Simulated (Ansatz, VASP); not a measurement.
**Ca3AsP in VASP and in Ansatz**

```
CELL_PARAMETERS angstrom
5.33390 0.00000 0.00000
0.00000 5.33390 0.00000
0.00000 0.00000 5.33390
ATOMIC_POSITIONS crystal
Ca 0.00361 0.49623 0.57499
Ca 0.52318 0.99625 0.52318
Ca 0.57499 0.49623 0.00361
P 0.49358 0.49626 0.49358
As 0.92339 0.99629 0.92339
```

Alike in both runs: functional PBE; k mesh 3 × 3 × 3; no spin polarisation.

Ansatz relaxed the structure, and its values are those at the end. VASP's run is a single point on that final structure, the one shown.

|  | VASP | Ansatz |
| --- | --- | --- |
| version | VASP 6.6.1 | Ansatz 0.2.0 |
| potentials or method | VASP PAW PBE potentials, release 64 (Ca_sv, P, As) | plane waves |
| plane-wave cutoff (eV) | 520 | 1143 |
| occupations | gaussian, width 0.01 eV | fixed |
| valence electrons in the cell | 40 | 50 |

Ansatz gave:

```
rms of the force components (eV/Å) : 0.000
```

Question: Which values does VASP return?

Answer: rms of the force components (eV/Å): 0.005.

VASP's potentials hold 40 valence electrons a cell and Ansatz's 50, so a difference there can come from the potentials and not from the codes.
